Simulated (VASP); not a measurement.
Here is a VASP 6.6.1 calculation.

Contents of INCAR:

```
SYSTEM = TiC
  PREC = Accurate
  ENCUT = 520
  EDIFF = 1E-6
  ISMEAR = -1
  SIGMA = 0.08
  LREAL = .FALSE.
  LASPH = .TRUE.
  NELM = 80
  ALGO = Normal
  ISIF = 2
  LWAVE = .FALSE.
  LCHARG = .FALSE.
  GGA = PE
  NBANDS = 15
```

Contents of KPOINTS:

```
regular mesh
0
G
  16 16 14
  0 0 0
```

The input POSCAR:

```
TiC
1.0
    2.9422699631      0.0000000000      0.0000000000
   -1.4711349816      2.5480805328      0.0000000000
    0.0000000000      0.0000000000      2.6516642858
Ti C
1 1
Direct
    0.0000000000      0.0000000000      0.0000000000
    0.3333333333      0.6666666667      0.5000000000
```

Potentials or basis: VASP PAW PBE potentials, release 64 (Ti_sv, C).

Command:

```bash
$ cat potpaw_PBE.64/Ti_sv/POTCAR potpaw_PBE.64/C/POTCAR > POTCAR
$ mpirun -np 1 vasp_std > vasp.out
```

Question: Predict the pressure.

Answer: 21.1 GPa.

Question: Predict the band gap on the k mesh.

Answer: Zero (band 8 reaches 9.57 eV, above the bottom of band 9 at 9.45 eV).
